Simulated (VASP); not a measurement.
# Ag (R-3m) in VASP: further runs

The runs below take Ag through single point, with LDA.

Program: VASP 6.6.1. These are calculated values, not measurements. Logs are shortened: lines on timing, memory, paths and dates and some standing lists are left out, and cuts for length are marked.

### Step 1. The cell of the first run

Symmetry: R-3m, No. 166, trigonal system. Conventional cell: a = 2.946 Å, b = 2.946 Å, c = 21.614 Å, α = 90.00°, β = 90.00°, γ = 120.00°. Ag (site symmetry 3m) has 12 Ag at 2.94 to 2.95 Å within 3.9 Å. Ag (site symmetry -3m) has 12 Ag at 2.94 to 2.95 Å within 3.9 Å.

### Step 2. Single point, LDA

The input, INCAR:

```
  ALGO = Fast
  EDIFF = 1E-6
  ENCUT = 520
  GGA = CA
  ISIF = 2
  ISMEAR = -1
  LASPH = T
  LCHARG = F
  LREAL = F
  LWAVE = F
  NBANDS = 24
  NELM = 80
  PREC = Accurate
  SIGMA = 0.05
```

The input, KPOINTS:

```
k-points
0
Gamma
  10 10 10
```

The input, POSCAR:

```
Ag
1.0
    1.4730471633      0.8504641763      7.2046500000
   -1.4730471633      0.8504641763      7.2046500000
    0.0000000000     -1.7009283525      7.2046500000
Ag
3
Direct
    0.2222810000      0.2222810000      0.2222810000
    0.7777190000      0.7777190000      0.7777190000
    0.0000000000      0.0000000000      0.0000000000
```

Potentials or basis: VASP PAW LDA potentials, release 64 (Ag).

Command:

```
$ cat potpaw_LDA.64/Ag/POTCAR > POTCAR
$ mpirun -np 1 vasp_std > vasp.out
```

OUTCAR:

```text
EDIFF = 1E-6
   ENCUT = 520
   GGA = CA
   ISIF = 2
   ISMEAR = -1
   LASPH = T
   LREAL = F
   NELM = 80
   PREC = Accurate

 ion  position               nearest neighbor table
   1  0.222  0.222  0.222-   3 2.94   3 2.94   3 2.94   2 2.94   2 2.94   2 2.94
   2  0.778  0.778  0.778-   3 2.94   3 2.94   3 2.94   1 2.94   1 2.94   1 2.94
   3  0.000  0.000  0.000-   2 2.94   1 2.94   2 2.94   2 2.94   1 2.94   1 2.94

  LATTYP: Found a trigonal (rhomboedric) cell.
 ALAT       =     7.4027115899
 COS(alpha) =     0.9208079399

  Lattice vectors:

 A1 = (   1.4730471633,   0.8504641763,   7.2046500000)
 A2 = (  -1.4730471633,   0.8504641763,   7.2046500000)
 A3 = (   0.0000000000,  -1.7009283525,   7.2046500000)

Analysis of symmetry for initial positions (statically):
=====================================================================
 Subroutine PRICEL returns:
 Original cell was already a primitive cell.

 Routine SETGRP: Setting up the symmetry group for a
 trigonal (rhombohedral) supercell.

 Subroutine GETGRP returns: Found 12 space group operations
 (whereof 12 operations were pure point group operations)
 out of a pool of 12 trial point group operations.

The static configuration has the point symmetry D_3d.

Analysis of symmetry for dynamics (positions and initial velocities):
=====================================================================
 Subroutine PRICEL returns:
 Original cell was already a primitive cell.

 Routine SETGRP: Setting up the symmetry group for a
 trigonal (rhombohedral) supercell.

 Subroutine GETGRP returns: Found 12 space group operations
 (whereof 12 operations were pure point group operations)
 out of a pool of 12 trial point group operations.

The dynamic configuration has the point symmetry D_3d.

 Subroutine INISYM returns: Found 12 space group operations
 (whereof 12 operations are pure point group operations),
 and found     1 'primitive' translations

----------------------------------------------------------------------------------------

                                     Primitive cell

  volume of cell :      54.1548

  direct lattice vectors                    reciprocal lattice vectors
     1.473047163  0.850464176  7.204650000     0.339432445  0.195971413  0.046266416
    -1.473047163  0.850464176  7.204650000    -0.339432445  0.195971413  0.046266416
     0.000000000 -1.700928353  7.204650000     0.000000000 -0.391942827  0.046266416

  length of vectors
     7.402711590  7.402711590  7.402711590     0.394664111  0.394664111  0.394664111

  position of ions in fractional coordinates (direct lattice)
     0.222281000  0.222281000  0.222281000
     0.777719000  0.777719000  0.777719000
     0.000000000  0.000000000  0.000000000

  ion indices of the primitive-cell ions
   primitive index   ion index
                 1           1
                 2           2
                 3           3

----------------------------------------------------------------------------------------

 KPOINTS: k-points

Automatic generation of k-mesh.
 Grid dimensions read from file:
 generate k-points for:   10   10   10

 Generating k-lattice:

  Cartesian coordinates                     Fractional coordinates (reciprocal lattice)
     0.033943244  0.019597141  0.004626642     0.100000000  0.000000000 -0.000000000
    -0.033943244  0.019597141  0.004626642     0.000000000  0.100000000 -0.000000000
     0.000000000 -0.039194283  0.004626642    -0.000000000 -0.000000000  0.100000000

  Length of vectors
     0.039466411  0.039466411  0.039466411

  Shift w.r.t. Gamma in fractional coordinates (k-lattice)
     0.000000000  0.000000000  0.000000000

 Subroutine IBZKPT returns following result:
 ===========================================

 Found    116 irreducible k-points:

 Following reciprocal coordinates:
            Coordinates               Weight
  0.000000  0.000000  0.000000      1.000000
  0.100000 -0.000000 -0.000000      6.000000
  0.200000 -0.000000 -0.000000      6.000000
  0.300000 -0.000000 -0.000000      6.000000
  0.400000 -0.000000 -0.000000      6.000000
  0.500000 -0.000000 -0.000000      3.000000
[... 16 lines left out ...]
  0.300000  0.300000 -0.000000      6.000000
  0.400000  0.300000 -0.000000     12.000000
 [... further k-points ...]
   k-points           NKPTS =    116   k-points in BZ     NKDIM =    116   number of bands    NBANDS=     24
   number of dos      NEDOS =    301   number of ions     NIONS =      3
   total plane-waves  NPLWV = 175616
   dimension x,y,z NGX =    56 NGY =   56 NGZ =   56
   dimension x,y,z NGXF=   112 NGYF=  112 NGZF=  112
   ions per type =               3
   NGX,Y,Z   is equivalent  to a cutoff of  12.58, 12.58, 12.58 a.u.
   NGXF,Y,Z  is equivalent  to a cutoff of  25.15, 25.15, 25.15 a.u.
 SYSTEM =  unknown system
   PREC   = accura    normal or accurate (medium, high low for compatibility)
   ISTART =      0    job   : 0-new  1-cont  2-samecut
   ICHARG =      2    charge: 1-file 2-atom 10-const
   ISPIN  =      1    spin polarized calculation?
   LNONCOLLINEAR =      F non collinear calculations
   LSORBIT =      F    spin-orbit coupling
   LASPH  =      T    aspherical Exc in radial PAW
   ENCUT  =  520.0 eV  38.22 Ry    6.18 a.u.  13.76 13.76 13.76*2*pi/ulx,y,z
   NELM   =     80;   NELMIN=  2; NELMDL= -5     # of ELM steps
   EDIFF  = 0.1E-05   stopping-criterion for ELM
   LREAL  =      F    real-space projection
   EDIFFG = 0.1E-04   stopping-criterion for IOM
   NSW    =      0    number of steps for IOM
   IBRION =     -1    ionic relax: 0-MD 1-quasi-New 2-CG
   NFREE  =      0    steps in history (QN), initial steepest desc. (CG)
   ISIF   =      2    stress and relaxation
   ISYM   =      2    0-nonsym 1-usesym 2-fastsym
   POTIM  = 0.5000    time-step for ionic-motion
   TEBEG  =    0.0;   TEEND  =   0.0 temperature during run
   PSTRESS=    0.0 pullay stress
   NELECT =      33.0000    total number of electrons
   NUPDOWN=      -1.0000    fix difference up-down
   EMIN   =  10.00;   EMAX   =-10.00  energy-range for DOS
   EFERMI =   0.00;   METHOD = LEGACY
   ISMEAR =    -1;   SIGMA  =   0.05  broadening in eV -4-tet -1-fermi 0-gaus
   EFERMI_NEDOS =   21; number of points for ismear=-14 and -15
   IALGO  =     68    algorithm
   IMIX   =      4    mixing-type and parameters
     AMIX     =   0.40;   BMIX     =  1.00
     AMIX_MAG =   1.60;   BMIX_MAG =  1.00
  volume/ion in A,a.u.               =      18.05       121.82
  Fermi-wavevector in a.u.,A,eV,Ry     =   1.387929  2.622805 26.209536  1.926347
  Thomas-Fermi vector in A             =   2.512103
   LORBIT       =      0    0 simple, 1 ext, 2 COOP (PROOUT), +10 PAW based schemes
   GGA     = CA    functional components
   LHFCALC =     F    Hartree Fock is set to
   AEXX    =    0.0000 exact exchange contribution
   IVDW    =     0    specifies the selected vdW correction
   LEPSILON=     F    determine dielectric tensor
   LRPA    =     F    only Hartree local field effects (RPA)
 non-spin polarized calculation
 RMM-DIIS sequential band-by-band and
  energy-cutoff  :      520.00
  volume of cell :       54.15
 maximum number of plane-waves:      1494
   NGX = 27   NGY = 27   NGZ = 27

 number of electron      33.0000001 magnetization

 Free energy of the ion-electron system (eV)
  ---------------------------------------------------
  ext. energy  EPLUGINS =         0.00000000
  ---------------------------------------------------
  free energy    TOTEN  =       -11.07260126 eV

  energy without entropy =      -11.06443307  energy(sigma->0) =      -11.06851716

 E-fermi :   7.3026     XC(G=0): -12.2495

 val. band max:        7.2968863056   @ k =  -0.2000  -0.3000   0.1000
 cond. band min:       7.3402403508   @ k =  -0.1000   0.3000   0.1000
 fundamental gap:      0.0433540452
 Fermi energy:         7.3025858461

 k-point     1 :       0.0000    0.0000    0.0000
  band No.  band energies     occupation
      1      -0.0483      2.00000
      2       1.4281      2.00000
      3       1.4345      2.00000
      4       2.7915      2.00000
      5       2.7915      2.00000
      6       2.8043      2.00000
[... 16 lines left out ...]
     23      24.2338      0.00000
     24      25.1210      0.00000

 k-point     2 :       0.1000   -0.0000   -0.0000
  band No.  band energies     occupation
      1       0.2171      2.00000
      2       1.6083      2.00000
      3       1.6166      2.00000
      4       2.6916      2.00000
      5       2.7097      2.00000
      6       2.8923      2.00000
[... 16 lines left out ...]
     23      23.5266      0.00000
     24      23.7856      0.00000

 k-point     3 :       0.2000   -0.0000   -0.0000
  band No.  band energies     occupation
      1       0.9159      2.00000
      2       1.9259      2.00000
      3       1.9653      2.00000
      4       2.3651      2.00000
      5       2.5366      2.00000
      6       2.6805      2.00000
[... 16 lines left out ...]
     23      21.8605      0.00000
     24      22.4628      0.00000

 k-point     4 :       0.3000   -0.0000   -0.0000
  band No.  band energies     occupation
      1       1.4876      2.00000
      2       1.8038      2.00000
      3       1.9125      2.00000
      4       2.0654      2.00000
      5       2.2591      2.00000
      6       2.8910      2.00000
[... 16 lines left out ...]
     23      19.4963      0.00000
     24      20.2740      0.00000

 k-point     5 :       0.4000   -0.0000   -0.0000
  band No.  band energies     occupation
      1       1.4065      2.00000
      2       1.6286      2.00000
      3       1.7166      2.00000
      4       1.9202      2.00000
      5       2.0093      2.00000
      6       2.8382      2.00000
[... 451 lines left out ...]
 k-point    22 :      -0.2000    0.2000    0.0000
  band No.  band energies     occupation
      1       1.9206      2.00000
      2       1.9276      2.00000
      3       2.0579      2.00000
      4       2.2547      2.00000
      5       2.4650      2.00000
      6       2.6617      2.00000
[... 16 lines left out ...]
     23      17.2992      0.00000
     24      17.7382      0.00000

 k-point    23 :       0.3000    0.3000   -0.0000
  band No.  band energies     occupation
      1       1.5667      2.00000
      2       1.6992      2.00000
      3       1.8862      2.00000
      4       2.1662      2.00000
      5       2.3605      2.00000
      6       2.6386      2.00000
[... 16 lines left out ...]
     23      19.4283      0.00000
     24      21.1211      0.00000

 k-point    24 :       0.4000    0.3000   -0.0000
  band No.  band energies     occupation
      1       1.6376      2.00000
      2       1.7191      2.00000
      3       1.8896      2.00000
      4       2.0637      2.00000
      5       2.3984      2.00000
      6       2.6136      2.00000
[... 16 lines left out ...]
     23      19.1667      0.00000
     24      20.0239      0.00000

 [... further k-points ...]
[... 5 lines left out ...]
  --------------------------------------------------------------------------------------
  -------------------------------------------------------------------------------------
  Total       -3.7539193     -3.7539193     -3.9374840      0.0000000     -0.0000000      0.0000000
  in kB     -111.0602638   -111.0602638   -116.4910540      0.0000000     -0.0000000      0.0000000
  external PRESSURE =    -112.8705272 kB  Pullay stress =       0.0000000 kB

 VOLUME and BASIS-vectors are now :
 -----------------------------------------------------------------------------
  energy-cutoff  :      520.00
  volume of cell :       54.15
      direct lattice vectors                 reciprocal lattice vectors
     1.473047163  0.850464176  7.204650000     0.339432445  0.195971413  0.046266416
    -1.473047163  0.850464176  7.204650000    -0.339432445  0.195971413  0.046266416
     0.000000000 -1.700928353  7.204650000     0.000000000 -0.391942827  0.046266416

 POSITION                                       TOTAL-FORCE (eV/Angst)
 -----------------------------------------------------------------------------------
      0.00000      0.00000      4.80437         0.000000      0.000000      0.003087
      0.00000      0.00000     16.80958         0.000000     -0.000000     -0.003087
      0.00000      0.00000      0.00000        -0.000000     -0.000000     -0.000000
 -----------------------------------------------------------------------------------
    total drift:                               -0.000000     -0.000000      0.000000

  FREE ENERGIE OF THE ION-ELECTRON SYSTEM (eV)
  ---------------------------------------------------
  free  energy   TOTEN  =       -11.0726012582 eV

  energy  without entropy=      -11.0644330676  energy(sigma->0) =      -11.06851716
```

Wall time 4.5 min (1 thread of Intel Xeon 6975P-C (Granite Rapids), shared host); peak memory 0.36 GiB.

Results:

- Free energy: -11.0726 eV
- Pressure: -11.3 GPa
- Largest force: 0.003 eV/Å
- Band gap on the k mesh: zero (an odd number of electrons rules out a gap without spin polarisation)

Forces in eV/Å, atoms in the order of the input:
```
Ag   0.000  0.000  0.003
Ag   0.000  0.000 -0.003
Ag   0.000  0.000  0.000
```

Stress tensor (GPa, compression positive):
```
-11.11   0.00   0.00
  0.00 -11.11   0.00
  0.00   0.00 -11.65
```

Caveat: the cell stands under tension.

### Step 3. Single point, LDA

This run uses another cell than the first one, of 18.41 Å³/atom.

The input, INCAR:

```
PREC = Accurate ; ENCUT = 520
EDIFF = 1E-7 ; ISMEAR = -1
SIGMA = 0.05 ; LREAL = False
LASPH = True ; NELM = 80
ALGO = Fast ; ISIF = 2
LWAVE = False ; LCHARG = True
GGA = CA ; LELF = True
LVHAR = True ; NBANDS = 24
```

The input, KPOINTS:

```
regular mesh
0
Gamma
  10 10 10
```

The input, POSCAR:

```
Ag
1.0
    1.4828027268      0.8560965535      7.2523643044
   -1.4828027268      0.8560965535      7.2523643044
    0.0000000000     -1.7121931070      7.2523643044
Ag
3
Direct
    0.2222810000      0.2222810000      0.2222810000
    0.7777190000      0.7777190000      0.7777190000
    0.0000000000      0.0000000000      0.0000000000
```

Potentials or basis: VASP PAW LDA potentials, release 64 (Ag).

Command:

```
$ cat potpaw_LDA.64/Ag/POTCAR > POTCAR
$ mpirun -np 1 vasp_std > vasp.out
```

OUTCAR:

```text
PREC = Accurate
   ENCUT = 520
   EDIFF = 1E-7
   ISMEAR = -1
   LREAL = False
   LASPH = True
   NELM = 80
   ISIF = 2
   GGA = CA

 ion  position               nearest neighbor table
   1  0.222  0.222  0.222-   3 2.96   3 2.96   3 2.96   2 2.96   2 2.96   2 2.96
   2  0.778  0.778  0.778-   3 2.96   3 2.96   3 2.96   1 2.96   1 2.96   1 2.96
   3  0.000  0.000  0.000-   2 2.96   2 2.96   1 2.96   1 2.96   2 2.96   1 2.96

  LATTYP: Found a trigonal (rhomboedric) cell.
 ALAT       =     7.4517375987
 COS(alpha) =     0.9208079399

  Lattice vectors:

 A1 = (   1.4828027268,   0.8560965535,   7.2523643044)
 A2 = (  -1.4828027268,   0.8560965535,   7.2523643044)
 A3 = (   0.0000000000,  -1.7121931070,   7.2523643044)

Analysis of symmetry for initial positions (statically):
=====================================================================
 Subroutine PRICEL returns:
 Original cell was already a primitive cell.

 Routine SETGRP: Setting up the symmetry group for a
 trigonal (rhombohedral) supercell.

 Subroutine GETGRP returns: Found 12 space group operations
 (whereof 12 operations were pure point group operations)
[... 160 lines left out ...]
  ext. energy  EPLUGINS =         0.00000000
  ---------------------------------------------------
  free energy    TOTEN  =       -10.99242553 eV

  energy without entropy =      -10.98454642  energy(sigma->0) =      -10.98848598

 E-fermi :   7.0447     XC(G=0): -12.1355

 val. band max:        7.0351466171   @ k =  -0.2000  -0.3000   0.1000
 cond. band min:       7.0733472175   @ k =  -0.1000   0.3000   0.1000
 fundamental gap:      0.0382006004
 Fermi energy:         7.0447131647

 k-point     1 :       0.0000    0.0000    0.0000
  band No.  band energies     occupation
      1      -0.1686      2.00000
      2       1.2821      2.00000
      3       1.2875      2.00000
      4       2.5996      2.00000
      5       2.5996      2.00000
      6       2.6111      2.00000
[... 637 lines left out ...]
     23      18.7509      0.00000
     24      19.5979      0.00000

 [... further k-points ...]
[... 5 lines left out ...]
  --------------------------------------------------------------------------------------
  -------------------------------------------------------------------------------------
  Total       -4.2540433     -4.2540433     -4.4405362      0.0000000     -0.0000000      0.0000000
  in kB     -123.3887321   -123.3887321   -128.7979679      0.0000000     -0.0000000      0.0000000
  external PRESSURE =    -125.1918107 kB  Pullay stress =       0.0000000 kB

 VOLUME and BASIS-vectors are now :
 -----------------------------------------------------------------------------
  energy-cutoff  :      520.00
  volume of cell :       55.24
      direct lattice vectors                 reciprocal lattice vectors
     1.482802727  0.856096554  7.252364304     0.337199272  0.194682090  0.045962023
    -1.482802727  0.856096554  7.252364304    -0.337199272  0.194682090  0.045962023
     0.000000000 -1.712193107  7.252364304     0.000000000 -0.389364181  0.045962023

 POSITION                                       TOTAL-FORCE (eV/Angst)
 -----------------------------------------------------------------------------------
      0.00000      0.00000      4.83619         0.000000     -0.000000      0.003447
      0.00000      0.00000     16.92090         0.000000      0.000000     -0.003447
      0.00000      0.00000      0.00000         0.000000     -0.000000      0.000000
 -----------------------------------------------------------------------------------
    total drift:                               -0.000000     -0.000000      0.000000

  FREE ENERGIE OF THE ION-ELECTRON SYSTEM (eV)
  ---------------------------------------------------
  free  energy   TOTEN  =       -10.9924255328 eV

  energy  without entropy=      -10.9845464205  energy(sigma->0) =      -10.98848598
```

OSZICAR:

```text
N       E                     dE             d eps       ncg     rms          rms(c)
DAV:   1     0.204535591758E+03    0.20454E+03   -0.16386E+04  5600   0.132E+03
DAV:   2    -0.831836011387E+01   -0.21285E+03   -0.19765E+03  5832   0.302E+02
DAV:   3    -0.118250487400E+02   -0.35067E+01   -0.34932E+01  6704   0.453E+01
DAV:   4    -0.118383772698E+02   -0.13329E-01   -0.13328E-01  6128   0.269E+00
DAV:   5    -0.118385179756E+02   -0.14071E-03   -0.14071E-03  6944   0.302E-01    0.783E+00
RMM:   6    -0.110226559257E+02    0.81586E+00   -0.24102E+00  5568   0.111E+01    0.509E+00
RMM:   7    -0.110035418362E+02    0.19114E-01   -0.39583E-02  5738   0.143E+00    0.301E+00
RMM:   8    -0.109924389551E+02    0.11103E-01   -0.29682E-03  5943   0.498E-01    0.183E-01
RMM:   9    -0.109924145930E+02    0.24362E-04   -0.40652E-04  6017   0.140E-01    0.423E-02
RMM:  10    -0.109924274377E+02   -0.12845E-04   -0.69206E-05  6144   0.495E-02    0.394E-02
RMM:  11    -0.109924250356E+02    0.24022E-05   -0.14402E-05  6162   0.269E-02    0.851E-03
RMM:  12    -0.109924254235E+02   -0.38794E-06   -0.38311E-06  6130   0.116E-02    0.554E-03
RMM:  13    -0.109924255275E+02   -0.10402E-06   -0.96650E-07  5312   0.538E-03    0.166E-03
RMM:  14    -0.109924255328E+02   -0.52455E-08   -0.23631E-07  4211   0.275E-03
   1 F= -.10992426E+02 E0= -.10988486E+02  d E =-.787911E-02
```

Run time: 5.7 min. Hardware: 1 thread of Intel Xeon 6975P-C (Granite Rapids), shared host; peak memory 0.36 GiB.

What came out:

```yaml
Free_energy: -10.9924 eV
Pressure: -12.5 GPa
Largest_force: 0.003 eV/Å
Band_gap_on_the_k_mesh: zero (an odd number of electrons rules out a gap without spin polarisation)
```

Forces on the atoms (eV/Å):
```
Ag   0.000  0.000  0.003
Ag   0.000  0.000 -0.003
Ag   0.000  0.000  0.000
```

Caveat: the cell stands under tension.

The gap in the log of VASP goes by the Fermi energy; the results here count the filled bands.